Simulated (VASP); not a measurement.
# TiC (WC type) (P-6m2) in VASP: further runs

TiC (WC type) is run at these levels: PBE; tasks: single point, relaxation of cell and atoms.

Program: VASP 6.6.1. These are calculated values, not measurements. Logs are shortened: lines on timing, memory, paths and dates and some standing lists are left out, and cuts for length are marked.

### 1 The cell of the first run

It takes space group P-6m2 (No. 187, hexagonal). Conventional cell: a = 2.449 Å, b = 2.449 Å, c = 2.438 Å, α = 90.00°, β = 90.00°, γ = 120.00°. Within 2.5 Å of Ti (site symmetry -6m2) lie 6 C at 1.87 Å and 8 Ti at 2.44 to 2.45 Å. Within 2.5 Å of C (site symmetry -6m2) lie 6 Ti at 1.87 Å and 8 C at 2.44 to 2.45 Å.

### 2 Single point, PBE

Contents of INCAR:

```
ALGO = Normal ; EDIFF = 1E-6
ENCUT = 520 ; GGA = PE
ISIF = 2 ; ISMEAR = -1
LASPH = True ; LCHARG = False
LREAL = False ; LWAVE = False
NBANDS = 15 ; NELM = 100
PREC = Accurate ; SIGMA = 0.05
```

Contents of KPOINTS:

```
k-points
0
Gamma
  18 18 16
```

Contents of POSCAR:

```
TiC
1.0
    2.4491422062      0.0000000000      0.0000000000
   -1.2245711031      2.1210193681      0.0000000000
    0.0000000000      0.0000000000      2.4380280615
Ti C
1 1
Direct
    0.0000000000      0.0000000000      0.0000000000
    0.3333333333      0.6666666667      0.5000000000
```

Potentials or basis: VASP PAW PBE potentials, release 64 (Ti_sv, C).

Run with:

```console
> cat potpaw_PBE.64/Ti_sv/POTCAR potpaw_PBE.64/C/POTCAR > POTCAR
> mpirun -np 1 vasp_std > vasp.out
```

OUTCAR:

```text
EDIFF = 1E-6
   ENCUT = 520
   GGA = PE
   ISIF = 2
   ISMEAR = -1
   LASPH = True
   LREAL = False
   NELM = 100
   PREC = Accurate

 ion  position               nearest neighbor table
   1  0.000  0.000  0.000-   2 1.87   2 1.87   2 1.87   2 1.87   2 1.87   2 1.87
   2  0.333  0.667  0.500-   1 1.87   1 1.87   1 1.87   1 1.87   1 1.87   1 1.87

  LATTYP: Found a hexagonal cell.
 ALAT       =     2.4491422062
 C/A-ratio  =     0.9954620256

  Lattice vectors:

 A1 = (   2.4491422062,   0.0000000000,   0.0000000000)
 A2 = (  -1.2245711031,   2.1210193681,   0.0000000000)
 A3 = (   0.0000000000,   0.0000000000,   2.4380280615)

Analysis of symmetry for initial positions (statically):
=====================================================================
 Subroutine PRICEL returns:
 Original cell was already a primitive cell.

 Routine SETGRP: Setting up the symmetry group for a
 hexagonal supercell.

 Subroutine GETGRP returns: Found 12 space group operations
 (whereof 12 operations were pure point group operations)
 out of a pool of 24 trial point group operations.

The static configuration has the point symmetry D_3h.

Analysis of symmetry for dynamics (positions and initial velocities):
=====================================================================
 Subroutine PRICEL returns:
 Original cell was already a primitive cell.

 Routine SETGRP: Setting up the symmetry group for a
 hexagonal supercell.

 Subroutine GETGRP returns: Found 12 space group operations
 (whereof 12 operations were pure point group operations)
 out of a pool of 24 trial point group operations.

The dynamic configuration has the point symmetry D_3h.

 Subroutine INISYM returns: Found 12 space group operations
 (whereof 12 operations are pure point group operations),
 and found     1 'primitive' translations

----------------------------------------------------------------------------------------

                                     Primitive cell

  volume of cell :      12.6648

  direct lattice vectors                    reciprocal lattice vectors
     2.449142206  0.000000000  0.000000000     0.408306221  0.235735707  0.000000000
    -1.224571103  2.121019368  0.000000000     0.000000000  0.471471414  0.000000000
     0.000000000  0.000000000  2.438028061     0.000000000  0.000000000  0.410167551

  length of vectors
     2.449142206  2.449142206  2.438028061     0.471471414  0.471471414  0.410167551

  position of ions in fractional coordinates (direct lattice)
     0.000000000  0.000000000  0.000000000
     0.333333333  0.666666667  0.500000000

  ion indices of the primitive-cell ions
   primitive index   ion index
                 1           1
                 2           2

----------------------------------------------------------------------------------------

 KPOINTS: k-points

Automatic generation of k-mesh.
 Grid dimensions read from file:
 generate k-points for:   18   18   16

 Generating k-lattice:

  Cartesian coordinates                     Fractional coordinates (reciprocal lattice)
     0.022683679  0.013096428  0.000000000     0.055555556 -0.000000000  0.000000000
     0.000000000  0.026192856  0.000000000     0.000000000  0.055555556  0.000000000
     0.000000000  0.000000000  0.025635472     0.000000000  0.000000000  0.062500000

  Length of vectors
     0.026192856  0.026192856  0.025635472

  Shift w.r.t. Gamma in fractional coordinates (k-lattice)
     0.000000000  0.000000000  0.000000000

 Subroutine IBZKPT returns following result:
 ===========================================

 Found    333 irreducible k-points:

 Following reciprocal coordinates:
            Coordinates               Weight
  0.000000  0.000000  0.000000      1.000000
  0.055556 -0.000000  0.000000      6.000000
  0.111111 -0.000000  0.000000      6.000000
  0.166667  0.000000  0.000000      6.000000
  0.222222 -0.000000  0.000000      6.000000
  0.277778  0.000000  0.000000      6.000000
[... 16 lines left out ...]
  0.333333  0.111111  0.000000     12.000000
  0.388889  0.111111  0.000000     12.000000
 [... further k-points ...]
   k-points           NKPTS =    333   k-points in BZ     NKDIM =    333   number of bands    NBANDS=     15
   number of dos      NEDOS =    301   number of ions     NIONS =      2
   total plane-waves  NPLWV =   5832
   dimension x,y,z NGX =    18 NGY =   18 NGZ =   18
   dimension x,y,z NGXF=    36 NGYF=   36 NGZF=   36
   ions per type =               1   1
   NGX,Y,Z   is equivalent  to a cutoff of  12.22, 12.22, 12.27 a.u.
   NGXF,Y,Z  is equivalent  to a cutoff of  24.44, 24.44, 24.55 a.u.
 SYSTEM =  unknown system
   PREC   = accura    normal or accurate (medium, high low for compatibility)
   ISTART =      0    job   : 0-new  1-cont  2-samecut
   ICHARG =      2    charge: 1-file 2-atom 10-const
   ISPIN  =      1    spin polarized calculation?
   LNONCOLLINEAR =      F non collinear calculations
   LSORBIT =      F    spin-orbit coupling
   LASPH  =      T    aspherical Exc in radial PAW
   ENCUT  =  520.0 eV  38.22 Ry    6.18 a.u.   4.55  4.55  4.53*2*pi/ulx,y,z
   NELM   =    100;   NELMIN=  2; NELMDL= -5     # of ELM steps
   EDIFF  = 0.1E-05   stopping-criterion for ELM
   LREAL  =      F    real-space projection
   EDIFFG = 0.1E-04   stopping-criterion for IOM
   NSW    =      0    number of steps for IOM
   IBRION =     -1    ionic relax: 0-MD 1-quasi-New 2-CG
   NFREE  =      0    steps in history (QN), initial steepest desc. (CG)
   ISIF   =      2    stress and relaxation
   ISYM   =      2    0-nonsym 1-usesym 2-fastsym
   POTIM  = 0.5000    time-step for ionic-motion
   TEBEG  =    0.0;   TEEND  =   0.0 temperature during run
   PSTRESS=    0.0 pullay stress
   NELECT =      16.0000    total number of electrons
   NUPDOWN=      -1.0000    fix difference up-down
   EMIN   =  10.00;   EMAX   =-10.00  energy-range for DOS
   EFERMI =   0.00;   METHOD = LEGACY
   ISMEAR =    -1;   SIGMA  =   0.05  broadening in eV -4-tet -1-fermi 0-gaus
   EFERMI_NEDOS =   21; number of points for ismear=-14 and -15
   IALGO  =     38    algorithm
   IMIX   =      4    mixing-type and parameters
     AMIX     =   0.40;   BMIX     =  1.00
     AMIX_MAG =   1.60;   BMIX_MAG =  1.00
  volume/ion in A,a.u.               =       6.33        42.73
  Fermi-wavevector in a.u.,A,eV,Ry     =   1.769765  3.344372 42.614396  3.132070
  Thomas-Fermi vector in A             =   2.836689
   LORBIT       =      0    0 simple, 1 ext, 2 COOP (PROOUT), +10 PAW based schemes
   GGA     = PE    functional components
   LHFCALC =     F    Hartree Fock is set to
   AEXX    =    0.0000 exact exchange contribution
   IVDW    =     0    specifies the selected vdW correction
   LEPSILON=     F    determine dielectric tensor
   LRPA    =     F    only Hartree local field effects (RPA)
 non-spin polarized calculation
  energy-cutoff  :      520.00
  volume of cell :       12.66
 maximum number of plane-waves:       357
   NGX =  9   NGY =  9   NGZ =  9

 number of electron      16.0000001 magnetization

 Free energy of the ion-electron system (eV)
  ---------------------------------------------------
  ext. energy  EPLUGINS =         0.00000000
  ---------------------------------------------------
  free energy    TOTEN  =       -11.78314315 eV

  energy without entropy =      -11.78015121  energy(sigma->0) =      -11.78164718

 E-fermi :  15.8431     XC(G=0): -15.2713

 val. band max:       15.8179636832   @ k =   0.2778   0.2222   0.4375
 cond. band min:      15.8664406097   @ k =   0.0000   0.0000   0.5000
 fundamental gap:      0.0484769265
 Fermi energy:        15.8430545795

 k-point     1 :       0.0000    0.0000    0.0000
  band No.  band energies     occupation
      1     -39.7580      2.00000
      2     -14.9674      2.00000
      3     -14.7474      2.00000
      4     -14.7474      2.00000
      5       1.6757      2.00000
      6      13.2268      2.00000
      7      13.9451      2.00000
      8      13.9451      2.00000
      9      18.4353      0.00000
     10      21.7025      0.00000
     11      21.7025      0.00000
     12      25.3177      0.00000
     13      25.3177      0.00000
     14      29.0249      0.00000
     15      38.5920      0.00000

 k-point     2 :       0.0556   -0.0000    0.0000
  band No.  band energies     occupation
      1     -39.7394      2.00000
      2     -14.9528      2.00000
      3     -14.8475      2.00000
      4     -14.7674      2.00000
      5       1.8009      2.00000
      6      13.1984      2.00000
      7      13.8819      2.00000
      8      14.0485      2.00000
      9      18.0406      0.00000
     10      21.6703      0.00000
     11      22.1142      0.00000
     12      25.1478      0.00000
     13      25.2147      0.00000
     14      29.3442      0.00000
     15      38.0407      0.00000

 k-point     3 :       0.1111   -0.0000    0.0000
  band No.  band energies     occupation
      1     -39.6856      2.00000
      2     -15.1300      2.00000
      3     -14.9105      2.00000
      4     -14.8246      2.00000
      5       2.1592      2.00000
      6      12.9017      2.00000
      7      13.9436      2.00000
      8      14.3498      2.00000
      9      17.2036      0.00000
     10      21.5784      0.00000
     11      22.9925      0.00000
     12      24.6841      0.00000
     13      24.9334      0.00000
     14      30.2213      0.00000
     15      37.3327      0.00000
[... 343 lines left out ...]
 k-point    23 :       0.3333    0.1111    0.0000
  band No.  band energies     occupation
      1     -39.1598      2.00000
      2     -17.2866      2.00000
      3     -15.5264      2.00000
      4     -14.5066      2.00000
      5       5.8134      2.00000
      6      10.1052      2.00000
      7      13.5405      2.00000
      8      14.2303      2.00000
      9      17.3428      0.00000
     10      20.2311      0.00000
     11      22.3366      0.00000
     12      23.9209      0.00000
     13      26.9712      0.00000
     14      33.5856      0.00000
     15      37.4796      0.00000

 k-point    24 :       0.3889    0.1111    0.0000
  band No.  band energies     occupation
      1     -39.1031      2.00000
      2     -17.4869      2.00000
      3     -15.5967      2.00000
      4     -14.4640      2.00000
      5       6.2812      2.00000
      6       9.9337      2.00000
      7      13.2895      2.00000
      8      13.8416      2.00000
      9      17.7614      0.00000
     10      20.0946      0.00000
     11      22.4086      0.00000
     12      23.9632      0.00000
     13      27.1689      0.00000
     14      33.2360      0.00000
     15      37.7545      0.00000

 [... further k-points ...]

------------------------ aborting loop because EDIFF is reached ----------------------------------------

  FORCE on cell =-STRESS in cart. coord.  units (eV):
  Direction    XX          YY          ZZ          XY          YZ          ZX
  --------------------------------------------------------------------------------------
  -------------------------------------------------------------------------------------
  Total       23.5682120     23.5682120     23.5120404      0.0000000      0.0000000      0.0000000
  in kB     2981.5347878   2981.5347880   2974.4287123      0.0000000      0.0000000      0.0000000
  external PRESSURE =    2979.1660960 kB  Pullay stress =       0.0000000 kB

 VOLUME and BASIS-vectors are now :
 -----------------------------------------------------------------------------
  energy-cutoff  :      520.00
  volume of cell :       12.66
      direct lattice vectors                 reciprocal lattice vectors
     2.449142206  0.000000000  0.000000000     0.408306221  0.235735707  0.000000000
    -1.224571103  2.121019368  0.000000000     0.000000000  0.471471414  0.000000000
     0.000000000  0.000000000  2.438028061     0.000000000  0.000000000  0.410167551

 POSITION                                       TOTAL-FORCE (eV/Angst)
 -----------------------------------------------------------------------------------
      0.00000      0.00000      0.00000         0.000000     -0.000000      0.000000
     -0.00000      1.41401      1.21901        -0.000000      0.000000      0.000000
 -----------------------------------------------------------------------------------
    total drift:                               -0.000000      0.000000     -0.000000

  FREE ENERGIE OF THE ION-ELECTRON SYSTEM (eV)
  ---------------------------------------------------
  free  energy   TOTEN  =       -11.7831431508 eV

  energy  without entropy=      -11.7801512052  energy(sigma->0) =      -11.78164718
```

It took 83 s on 1 thread of Intel Xeon Platinum 8175M at 2.50GHz (Skylake/Cascade Lake), shared host; peak memory 0.18 GiB.

What came out:

- Free energy: -11.7831 eV
- Pressure: 297.9 GPa
- Band gap on the k mesh: zero (bands 8 and 9 overlap by 1.27 eV)

Levels at points of the mesh, in eV from the Fermi level:
| k point | band 5 | band 6 | band 7 | band 8 | band 9 | band 10 | band 11 | band 12 |
| --- | --- | --- | --- | --- | --- | --- | --- | --- |
| (0.00, 0.00, 0.00) | -14.17 | -2.62 | -1.90 | -1.90 | 2.59 | 5.86 | 5.86 | 9.47 |
| (0.50, 0.00, 0.00) | -9.74 | -6.06 | -2.70 | -1.92 | 1.94 | 4.87 | 7.08 | 8.45 |
| (0.00, 0.00, 0.50) | -8.73 | -7.12 | 0.02 | 0.02 | 1.58 | 1.58 | 6.47 | 7.67 |
| (0.50, 0.00, 0.50) | -11.45 | -5.61 | -3.31 | -2.80 | 3.64 | 6.92 | 7.85 | 11.60 |

Caveat: the cell stands under pressure.

### 3 Single point, PBE

Contents of INCAR:

```
SYSTEM = TiC
  ALGO = Normal
  EDIFF = 1E-6
  ENCUT = 520
  GGA = PE
  ISIF = 2
  ISMEAR = -1
  LASPH = .True.
  LCHARG = .False.
  LREAL = .False.
  LWAVE = .False.
  NBANDS = 15
  NELM = 60
  PREC = Accurate
  SIGMA = 0.05
```

Contents of KPOINTS:

```
k-points
0
Gamma
  18 18 16
  0 0 0
```

Contents of POSCAR:

```
TiC
1.0
    2.4493202055      0.0000000000      0.0000000000
   -1.2246601028      2.1211735200      0.0000000000
    0.0000000000      0.0000000000      2.4383291228
Ti C
1 1
Direct
    0.0000000000      0.0000000000      0.0000000000
    0.3333333333      0.6666666667      0.5000000000
```

Potentials or basis: VASP PAW PBE potentials, release 64 (Ti_sv, C).

Run with:

```console
> cat potpaw_PBE.64/Ti_sv/POTCAR potpaw_PBE.64/C/POTCAR > POTCAR
> mpirun -np 1 vasp_std > vasp.out
```

It took 70 s on 1 thread of Intel Xeon Platinum 8175M at 2.50GHz (Skylake/Cascade Lake), shared host; peak memory 0.17 GiB.

It converged, with:

* Free energy: -11.7895 eV
* Pressure: 297.6 GPa
* Band gap on the k mesh: zero (bands 8 and 9 overlap by 1.26 eV)

Stress tensor (GPa, compression positive):
```
297.88   0.00   0.00
  0.00 297.88   0.00
  0.00   0.00 297.09
```

Levels at points of the mesh, in eV from the Fermi level:
```
           k point  band 5  band 6  band 7  band 8  band 9  band 10  band 11  band 12
(0.00, 0.00, 0.00)  -14.17   -2.61   -1.90   -1.90    2.59     5.86     5.86     9.47
(0.50, 0.00, 0.00)   -9.74   -6.06   -2.70   -1.92    1.94     4.87     7.08     8.45
(0.00, 0.00, 0.50)   -8.73   -7.12    0.02    0.02    1.58     1.58     6.46     7.67
(0.50, 0.00, 0.50)  -11.45   -5.61   -3.31   -2.80    3.64     6.92     7.85    11.59
```

Caveat: the cell stands under pressure.

### 4 Relaxation of cell and atoms, PBE, target pressure 300 GPa, at which the enthalpy is minimised

This run uses another cell than the first one, of 6.30 Å³/atom.

Contents of INCAR:

```
SYSTEM = TiC
  ALGO = Normal
  EDIFF = 1E-6
  EDIFFG = -0.005
  ENCUT = 600
  GGA = PE
  IBRION = 2
  ISIF = 3
  ISMEAR = -1
  LASPH = .TRUE.
  LCHARG = .FALSE.
  LREAL = .FALSE.
  LWAVE = .FALSE.
  NELM = 100
  NSW = 60
  PREC = Accurate
  PSTRESS = 3000.0
  SIGMA = 0.05
```

Contents of KPOINTS:

```
k-points
0
G
  18 18 16
  0 0 0
```

Contents of POSCAR:

```
TiC
1.0
    2.4582018976      0.0000000000      0.0000000000
   -1.2291009488      2.1288652910      0.0000000000
    0.0000000000      0.0000000000      2.4090378597
Ti C
1 1
Direct
    0.0000000000      0.0000000000      0.0000000000
    0.3333333333      0.6666666667      0.5000000000
```

Run with:

```console
> cat potpaw_PBE.64/Ti_sv/POTCAR potpaw_PBE.64/C/POTCAR > POTCAR
> mpirun -np 1 vasp_std > vasp.out
```

Wall time 3.6 min (1 thread of Intel Xeon Platinum 8175M at 2.50GHz (Skylake/Cascade Lake), shared host); peak memory 0.2 GiB.

The run converged. Its results:

```yaml
Free_energy: -11.7342 eV
Relaxed_volume: 6.32 Å³/atom
Relaxed_cell: a = 2.448 Å, b = 2.448 Å, c = 2.436 Å, α = 90.00°, β = 90.00°, γ = 120.00°
Space_group_after_relaxing_to_0.1_Å: P-6m2 (No. 187)
Energy_change_on_relaxing_the_run_minimises_the_enthalpy: -30.9 meV/atom
Ionic_steps: 5
Pressure_after_relaxing: 300.0 GPa
Band_gap_on_the_k_mesh: zero (bands 8 and 9 overlap by 1.29 eV)
```

The path:
| step | energy change (eV) | largest force (eV/Å) | pressure (GPa) | volume (Å³) |
| --- | --- | --- | --- | --- |
| 1 | 0.0000 | 0.0000 | 304.70 | 12.61 |
| 2 | -0.6121 | 0.0000 | 273.92 | 12.95 |
| 3 | -0.1517 | 0.0000 | 297.10 | 12.69 |
| 4 | -0.0204 | 0.0000 | 301.02 | 12.62 |
| 5 | -0.0617 | 0.0000 | 299.98 | 12.64 |

Final structure:
```xyz
2
Lattice="2.4477 0.0000 0.0000 -1.2239 2.1198 0.0000 0.0000 0.0000 2.4356" Properties=species:S:1:pos:R:3 pbc="T T T"
Ti    0.0000    0.0000    0.0000
C     0.0000    1.4132    1.2178
```

Levels at points of the mesh, in eV from the Fermi level:
| k point | band 6 | band 7 | band 8 | band 9 | band 10 | band 11 |
| --- | --- | --- | --- | --- | --- | --- |
| (0.00, 0.00, 0.00) | -2.63 | -1.91 | -1.91 | 2.61 | 5.87 | 5.87 |
| (0.50, 0.00, 0.00) | -6.06 | -2.71 | -1.92 | 1.94 | 4.88 | 7.10 |
| (0.00, 0.00, 0.50) | -7.13 | 0.01 | 0.01 | 1.58 | 1.58 | 6.48 |
| (0.50, 0.00, 0.50) | -5.62 | -3.33 | -2.80 | 3.66 | 6.93 | 7.87 |

Caveat: the cell is relaxed towards a set pressure, so the run minimises the enthalpy, not the energy.

The gap in the log of VASP goes by the Fermi energy; the results here count the filled bands.